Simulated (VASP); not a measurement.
# Ca (Immm) in VASP: notebook

The runs below take Ca through single point, with PBE.

All numbers are computed with VASP 6.6.1; they aren't measurements. Logs are shortened: lines on timing, memory, paths and dates and some standing lists are left out, and cuts for length are marked.

## Step 1: The cell of the first run

The structure is orthorhombic, space group Immm (No. 71). Conventional cell: a = 4.107 Å, b = 4.118 Å, c = 4.791 Å, α = 90.00°, β = 90.00°, γ = 90.00°. Ca (site symmetry mmm) has 14 Ca at 3.77 to 4.79 Å within 4.9 Å.

## Step 2: Single point, PBE

INCAR reads:

```
ALGO     = Normal         # electronic algorithm
EDIFF    = 1E-6           # SCF threshold, eV
ENCUT    = 520            # plane-wave cutoff, eV
GGA      = PE             # functional
ISIF     = 2              # what is computed and relaxed
ISMEAR   = 0              # smearing method
LASPH    = True           # aspherical terms in the spheres
LCHARG   = True           # write CHGCAR
LELF     = True           # ELF
LREAL    = False          # projectors in reciprocal space
LVHAR    = True         
LWAVE    = False          # write WAVECAR
NBANDS   = 11             # bands
NELM     = 80             # most SCF steps
PREC     = Accurate       # precision mode
SIGMA    = 0.05           # smearing width, eV
```

KPOINTS reads:

```
k-points
0
Gamma
  12 12 12
```

POSCAR reads:

```
Ca
1.0
   -2.0536899929      2.0588272853      2.3954333007
    2.0536899929     -2.0588272853      2.3954333007
    2.0536899929      2.0588272853     -2.3954333007
Ca
1
Direct
    0.5000000000      0.5000000000      0.0000000000
```

Potentials or basis: VASP PAW PBE potentials, release 64 (Ca_sv).

On the command line:

```sh
$ cat potpaw_PBE.64/Ca_sv/POTCAR > POTCAR
$ mpirun -np 1 vasp_std > vasp.out
```

OUTCAR:

```text
EDIFF = 1E-6
   ENCUT = 520
   GGA = PE
   ISIF = 2
   ISMEAR = 0
   LASPH = True
   LREAL = False
   NELM = 80
   PREC = Accurate

 ion  position               nearest neighbor table
   1  0.500  0.500  0.000-

  LATTYP: Found a body centered orthorhombic cell.
 ALAT       =     4.1073799858
 B/A-ratio  =     1.0025014936
 C/A-ratio  =     1.1664045250

  Lattice vectors:

 A1 = (  -2.0536899929,   2.0588272853,   2.3954333007)
 A2 = (   2.0536899929,  -2.0588272853,   2.3954333007)
 A3 = (   2.0536899929,   2.0588272853,  -2.3954333007)

Analysis of symmetry for initial positions (statically):
=====================================================================
 Subroutine PRICEL returns:
 Original cell was already a primitive cell.

 Routine SETGRP: Setting up the symmetry group for a
 body centered orthorhombic supercell.

 Subroutine GETGRP returns: Found  8 space group operations
 (whereof  8 operations were pure point group operations)
 out of a pool of  8 trial point group operations.

The static configuration has the point symmetry D_2h.

Analysis of symmetry for dynamics (positions and initial velocities):
=====================================================================
 Subroutine PRICEL returns:
 Original cell was already a primitive cell.

 Routine SETGRP: Setting up the symmetry group for a
 body centered orthorhombic supercell.

 Subroutine GETGRP returns: Found  8 space group operations
 (whereof  8 operations were pure point group operations)
 out of a pool of  8 trial point group operations.

The dynamic configuration has the point symmetry D_2h.

 Subroutine INISYM returns: Found  8 space group operations
 (whereof  8 operations are pure point group operations),
 and found     1 'primitive' translations

----------------------------------------------------------------------------------------

                                     Primitive cell

  volume of cell :      40.5134

  direct lattice vectors                    reciprocal lattice vectors
    -2.053689993  2.058827285  2.395433301     0.000000000  0.242856700  0.208730504
     2.053689993 -2.058827285  2.395433301     0.243464204  0.000000000  0.208730504
     2.053689993  2.058827285 -2.395433301     0.243464204  0.242856700  0.000000000

  length of vectors
     3.767560627  3.767560627  3.767560627     0.320230854  0.320691818  0.343881077

  position of ions in fractional coordinates (direct lattice)
     0.500000000  0.500000000  0.000000000

  ion indices of the primitive-cell ions
   primitive index   ion index
                 1           1

----------------------------------------------------------------------------------------

 KPOINTS: k-points

Automatic generation of k-mesh.
 Grid dimensions read from file:
 generate k-points for:   12   12   12

 Generating k-lattice:

  Cartesian coordinates                     Fractional coordinates (reciprocal lattice)
     0.000000000  0.020238058  0.017394209     0.083333333  0.000000000  0.000000000
     0.020288684  0.000000000  0.017394209     0.000000000  0.083333333 -0.000000000
     0.020288684  0.020238058  0.000000000     0.000000000 -0.000000000  0.083333333

  Length of vectors
     0.026685905  0.026724318  0.028656756

  Shift w.r.t. Gamma in fractional coordinates (k-lattice)
     0.000000000  0.000000000  0.000000000

 Subroutine IBZKPT returns following result:
 ===========================================

 Found    280 irreducible k-points:

 Following reciprocal coordinates:
            Coordinates               Weight
  0.000000  0.000000  0.000000      1.000000
  0.083333  0.000000  0.000000      4.000000
  0.166667 -0.000000  0.000000      4.000000
  0.250000  0.000000  0.000000      4.000000
  0.333333  0.000000 -0.000000      4.000000
  0.416667 -0.000000  0.000000      4.000000
[... 16 lines left out ...]
  0.250000  0.166667 -0.000000      8.000000
  0.333333  0.166667 -0.000000      8.000000
 [... further k-points ...]
   k-points           NKPTS =    280   k-points in BZ     NKDIM =    280   number of bands    NBANDS=     11
   number of dos      NEDOS =    301   number of ions     NIONS =      1
   total plane-waves  NPLWV =  21952
   dimension x,y,z NGX =    28 NGY =   28 NGZ =   28
   dimension x,y,z NGXF=    56 NGYF=   56 NGZF=   56
   ions per type =               1
   NGX,Y,Z   is equivalent  to a cutoff of  12.36, 12.36, 12.36 a.u.
   NGXF,Y,Z  is equivalent  to a cutoff of  24.71, 24.71, 24.71 a.u.
 SYSTEM =  unknown system
   PREC   = accura    normal or accurate (medium, high low for compatibility)
   ISTART =      0    job   : 0-new  1-cont  2-samecut
   ICHARG =      2    charge: 1-file 2-atom 10-const
   ISPIN  =      1    spin polarized calculation?
   LNONCOLLINEAR =      F non collinear calculations
   LSORBIT =      F    spin-orbit coupling
   LASPH  =      T    aspherical Exc in radial PAW
   ENCUT  =  520.0 eV  38.22 Ry    6.18 a.u.   7.01  7.01  7.01*2*pi/ulx,y,z
   NELM   =     80;   NELMIN=  2; NELMDL= -5     # of ELM steps
   EDIFF  = 0.1E-05   stopping-criterion for ELM
   LREAL  =      F    real-space projection
   EDIFFG = 0.1E-04   stopping-criterion for IOM
   NSW    =      0    number of steps for IOM
   IBRION =     -1    ionic relax: 0-MD 1-quasi-New 2-CG
   NFREE  =      0    steps in history (QN), initial steepest desc. (CG)
   ISIF   =      2    stress and relaxation
   ISYM   =      2    0-nonsym 1-usesym 2-fastsym
   POTIM  = 0.5000    time-step for ionic-motion
   TEBEG  =    0.0;   TEEND  =   0.0 temperature during run
   PSTRESS=    0.0 pullay stress
   NELECT =      10.0000    total number of electrons
   NUPDOWN=      -1.0000    fix difference up-down
   EMIN   =  10.00;   EMAX   =-10.00  energy-range for DOS
   EFERMI =   0.00;   METHOD = LEGACY
   ISMEAR =     0;   SIGMA  =   0.05  broadening in eV -4-tet -1-fermi 0-gaus
   EFERMI_NEDOS =   21; number of points for ismear=-14 and -15
   IALGO  =     38    algorithm
   IMIX   =      4    mixing-type and parameters
     AMIX     =   0.40;   BMIX     =  1.00
     AMIX_MAG =   1.60;   BMIX_MAG =  1.00
  volume/ion in A,a.u.               =      40.51       273.40
  Fermi-wavevector in a.u.,A,eV,Ry     =   1.026932  1.940621 14.348571  1.054590
  Thomas-Fermi vector in A             =   2.160851
   LORBIT       =      0    0 simple, 1 ext, 2 COOP (PROOUT), +10 PAW based schemes
   GGA     = PE    functional components
   LHFCALC =     F    Hartree Fock is set to
   AEXX    =    0.0000 exact exchange contribution
   IVDW    =     0    specifies the selected vdW correction
   LEPSILON=     F    determine dielectric tensor
   LRPA    =     F    only Hartree local field effects (RPA)
 non-spin polarized calculation
 Gauss-broadening in eV      SIGMA  =   0.05
  energy-cutoff  :      520.00
  volume of cell :       40.51
 maximum number of plane-waves:      1117
   NGX = 13   NGY = 13   NGZ = 13

 number of electron      10.0000000 magnetization

 Free energy of the ion-electron system (eV)
  ---------------------------------------------------
  ext. energy  EPLUGINS =         0.00000000
  ---------------------------------------------------
  free energy    TOTEN  =        -1.91419246 eV

  energy without entropy =       -1.91172265  energy(sigma->0) =       -1.91295756

 E-fermi :   2.1512     XC(G=0):  -7.8620

 val. band max:        2.1365239350   @ k =   0.3333   0.1667   0.1667
 cond. band min:       2.1522051330   @ k =   0.3333   0.3333  -0.0000
 fundamental gap:      0.0156811980
 Fermi energy:         2.1511698003

 k-point     1 :       0.0000    0.0000    0.0000
  band No.  band energies     occupation
      1     -39.7996      2.00000
      2     -20.7161      2.00000
      3     -20.7153      2.00000
      4     -20.6973      2.00000
      5      -1.9702      2.00000
      6       4.3789      0.00000
      7       4.3930      0.00000
      8       5.0128      0.00000
      9       5.1324      0.00000
     10       5.9002      0.00000
     11      11.7778      0.00000

 k-point     2 :       0.0833    0.0000    0.0000
  band No.  band energies     occupation
      1     -39.7984      2.00000
      2     -20.7230      2.00000
      3     -20.7190      2.00000
      4     -20.7010      2.00000
      5      -1.8453      2.00000
      6       4.3252      0.00000
      7       4.4184      0.00000
      8       5.0098      0.00000
      9       5.0882      0.00000
     10       5.8522      0.00000
     11      11.8740      0.00000

 k-point     3 :       0.1667   -0.0000    0.0000
  band No.  band energies     occupation
      1     -39.7953      2.00000
      2     -20.7505      2.00000
      3     -20.7269      2.00000
      4     -20.7042      2.00000
      5      -1.4797      2.00000
      6       4.0781      0.00000
      7       4.3906      0.00000
      8       5.0681      0.00000
      9       5.1257      0.00000
     10       5.7634      0.00000
     11      11.2857      0.00000

 k-point     4 :       0.2500    0.0000    0.0000
  band No.  band energies     occupation
      1     -39.7910      2.00000
      2     -20.7908      2.00000
      3     -20.7377      2.00000
      4     -20.7056      2.00000
      5      -0.9017      2.00000
      6       3.6249      0.00000
      7       4.2328      0.00000
      8       5.1181      0.00000
      9       5.4739      0.00000
     10       5.7403      0.00000
     11       9.9506      0.00000

 k-point     5 :       0.3333    0.0000   -0.0000
  band No.  band energies     occupation
      1     -39.7867      2.00000
      2     -20.8312      2.00000
      3     -20.7484      2.00000
      4     -20.7064      2.00000
      5      -0.1635      2.00000
      6       3.0757      0.00000
      7       4.0481      0.00000
      8       5.1171      0.00000
      9       5.8460      0.00000
     10       5.9528      0.00000
     11       8.7576      0.00000
[... 211 lines left out ...]
 k-point    21 :       0.0833    0.1667   -0.0000
  band No.  band energies     occupation
      1     -39.7927      2.00000
      2     -20.7718      2.00000
      3     -20.7333      2.00000
      4     -20.7074      2.00000
      5      -1.1600      2.00000
      6       3.8609      0.00000
      7       4.2784      0.00000
      8       5.0681      0.00000
      9       5.3287      0.00000
     10       5.7415      0.00000
     11      10.7421      0.00000

 k-point    22 :       0.1667    0.1667   -0.0000
  band No.  band energies     occupation
      1     -39.7891      2.00000
      2     -20.7992      2.00000
      3     -20.7463      2.00000
      4     -20.7114      2.00000
      5      -0.6292      2.00000
      6       3.5232      0.00000
      7       4.0678      0.00000
      8       5.1772      0.00000
      9       5.4538      0.00000
     10       5.9019      0.00000
     11       9.9583      0.00000

 k-point    23 :       0.2500    0.1667   -0.0000
  band No.  band energies     occupation
      1     -39.7853      2.00000
      2     -20.8263      2.00000
      3     -20.7618      2.00000
      4     -20.7147      2.00000
      5       0.0704      2.00000
      6       3.1210      0.00000
      7       3.8164      0.00000
      8       5.2582      0.00000
      9       5.5106      0.00000
     10       6.3200      0.00000
     11       8.8549      0.00000

 k-point    24 :       0.3333    0.1667   -0.0000
  band No.  band energies     occupation
      1     -39.7823      2.00000
      2     -20.8471      2.00000
      3     -20.7733      2.00000
      4     -20.7176      2.00000
      5       0.8593      2.00000
      6       2.6299      0.00000
      7       3.6369      0.00000
      8       5.1526      0.00000
      9       5.7794      0.00000
     10       6.7174      0.00000
     11       7.9068      0.00000

 [... further k-points ...]

------------------------ aborting loop because EDIFF is reached ----------------------------------------

  FORCE on cell =-STRESS in cart. coord.  units (eV):
  Direction    XX          YY          ZZ          XY          YZ          ZX
  --------------------------------------------------------------------------------------
  -------------------------------------------------------------------------------------
  Total        0.1451139      0.1407916      0.2595768     -0.0000000      0.0000000      0.0000000
  in kB        5.7387936      5.5678637     10.2654416     -0.0000000      0.0000000      0.0000000
  external PRESSURE =       7.1906996 kB  Pullay stress =       0.0000000 kB

 VOLUME and BASIS-vectors are now :
 -----------------------------------------------------------------------------
  energy-cutoff  :      520.00
  volume of cell :       40.51
      direct lattice vectors                 reciprocal lattice vectors
    -2.053689993  2.058827285  2.395433301     0.000000000  0.242856700  0.208730504
     2.053689993 -2.058827285  2.395433301     0.243464204  0.000000000  0.208730504
     2.053689993  2.058827285 -2.395433301     0.243464204  0.242856700  0.000000000

 POSITION                                       TOTAL-FORCE (eV/Angst)
 -----------------------------------------------------------------------------------
      0.00000      0.00000      2.39543        -0.000000      0.000000      0.000000
 -----------------------------------------------------------------------------------
    total drift:                                0.000000     -0.000000      0.000000

  FREE ENERGIE OF THE ION-ELECTRON SYSTEM (eV)
  ---------------------------------------------------
  free  energy   TOTEN  =        -1.9141924578 eV

  energy  without entropy=       -1.9117226529  energy(sigma->0) =       -1.91295756
```

Wall time 62 s (1 thread of AMD EPYC 7R13 (Zen 3), shared host); peak memory 0.21 GiB.

What came out:

```
Free energy            : -1.9142 eV
Pressure               : 0.7 GPa
Band gap on the k mesh : zero (bands 5 and 6 overlap by 0.35 eV)
```

[end of part 1 of 2]
